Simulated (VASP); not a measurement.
Runs of VASP 6.6.1 on Ga2O3. The structure is that of space group Pm-3m (No. 221), or close to it. The cells are those of the table. 

```csv
task,spin,cell,k mesh,cutoff (eV),gap on the mesh (eV),pressure (GPa),moment (μB),relaxed volume (Å³/atom)
single point,"collinear, ferromagnetic start","a = 4.114 Å, 5 atoms",4 × 4 × 4,520,none,(b),1.53,-
relaxation of cell and atoms,off,"relaxed from a = 3.821 Å, 5 atoms",10 × 10 × 10,600,none,0.0,-,11.23
relaxation of cell and atoms,"collinear, ferromagnetic start","relaxed from a = 4.114 Å, 5 atoms",4 × 4 × 4,600,none,-0.1,0.00,(a)
single point,off,"a = 3.827 Å, 5 atoms",10 × 10 × 10,520,none,0.5,-,-
single point,"collinear, ferromagnetic start","a = 3.821 Å, 5 atoms",4 × 4 × 4,520,none,0.4,0.00,-
```

Alike in all rows: level PBE; potentials or basis VASP PAW PBE potentials, release 64 (Ga_d, O); smearing gaussian 0.1 eV.

Task: Estimate the missing entries.

Result: (a) 11.18; (b) -15.6.

Caveats: some runs use coarse meshes; the volume moved by over 15 % at a fixed basis, so the end points are rough (some runs).

A k mesh can miss the band edges, and the runs leave out spin-orbit coupling on Ga.

A gap of «none» marks levels without a gap at the run's occupations.
